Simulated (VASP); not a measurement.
Set up this calculation in VASP 6.6.1, as the native input.

```yaml
Task: single point
Functional: r2SCAN
Potentials_or_basis: VASP PAW PBE potentials, release 64 (Se)
Cutoff: 520 eV
k_mesh: 6 × 6 × 6
Occupations: gaussian, width 0.1 eV
Spin: no spin polarisation
Dipole_correction: no
Further_INCAR_settings: ALGO = Normal; EDIFF = 1e-07; NBANDS = 13
```

The system is Se.

```
CELL_PARAMETERS angstrom
0.00000 3.11187 3.11187
3.11187 0.00000 3.11187
3.11187 3.11187 0.00000
ATOMIC_POSITIONS crystal
Se 0.50000 0.50000 0.50000
Se 0.75000 0.75000 0.75000
```

One way to write it, as run:

POSCAR

```
Se
1.0
    0.0000000000      3.1118728895      3.1118728895
    3.1118728895      0.0000000000      3.1118728895
    3.1118728895      3.1118728895      0.0000000000
Se
2
Direct
    0.5000000000      0.5000000000      0.5000000000
    0.7500000000      0.7500000000      0.7500000000
```

INCAR.step1

```
  ALGO = Normal
  EDIFF = 1E-4
  ENCUT = 520
  GGA = PE
  ISMEAR = 0
  LASPH = T
  LCHARG = F
  LREAL = F
  LWAVE = T
  NBANDS = 13
  NELM = 100
  PREC = Accurate
  SIGMA = 0.1
```

INCAR.step2

```
  ALGO = Normal
  EDIFF = 1E-7
  ENCUT = 520
  ISIF = 2
  ISMEAR = 0
  ISTART = 1
  LASPH = T
  LCHARG = T
  LELF = T
  LMIXTAU = T
  LREAL = F
  LVHAR = T
  LWAVE = F
  METAGGA = R2SCAN
  NBANDS = 13
  NELM = 100
  PREC = Accurate
  SIGMA = 0.1
```

KPOINTS

```
k-points
0
Gamma
  6 6 6
```

Potentials or basis: VASP PAW PBE potentials, release 64 (Se).

Command:

```console
$ cat potpaw_PBE.64/Se/POTCAR > POTCAR
$ cp INCAR.step1 INCAR
$ mpirun -np 1 vasp_std > vasp.out
$ cp INCAR.step2 INCAR
$ mpirun -np 1 vasp_std > vasp.out
```

Results of the run:

```json
{"Pressure": "1.3 GPa", "Band gap on the k mesh": "zero (band 6 reaches 2.57 eV, above the bottom of band 7 at 1.39 eV)"}
```

Caveat: the PAW data sets were made with another functional, which shifts forces and pressure a little.

It took 2.7 min on 1 thread of AMD EPYC 7571 (shared host), peak memory 0.18 GiB.
